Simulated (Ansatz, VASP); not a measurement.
Two plane-wave programs on P

```xyz
4
Lattice="3.1852 0.0000 0.0000 0.0000 33.8113 0.0000 0.0000 0.0000 4.7710" Properties=species:S:1:pos:R:3 pbc="T T T"
P     0.0000   32.8058    2.8252
P     0.0000    1.0055    1.9459
P     1.5926    1.0055    0.4397
P     1.5926   32.8058    4.3314
```

Change from the starting cell: strain -0.030 along x and y, +0.030 along z, atoms carried along.

Alike in both runs: task single point; functional r2SCAN; k mesh 8 × 1 × 6; occupations gaussian, width 0.05 eV; no spin polarisation.

```csv
,VASP,Ansatz
version,VASP 6.6.1,Ansatz 0.2.0
potentials or method,"VASP PAW PBE potentials, release 64 (P), cutoff 520 eV","scalar-relativistic, plane waves, PAW"
valence electrons in the cell,20,20
```

VASP gave:

| Quantity | Value |
| --- | --- |
| gap on the k mesh at the Fermi level (eV) | 1.43 |
| least direct gap on the mesh (eV) | 1.46 |
| rms of the force components (eV/Å) | 0.379 |

Problem. What did Ansatz give for the same quantities?

Solution. gap on the k mesh at the Fermi level (eV): 1.40; least direct gap on the mesh (eV): 1.43; rms of the force components (eV/Å): 0.384.

VASP's potentials were made for PBE, not for r2SCAN. Atom by atom the forces differ by 0.062 eV/Å (rms over components). Ansatz's warnings: xc potential rough in thin density.
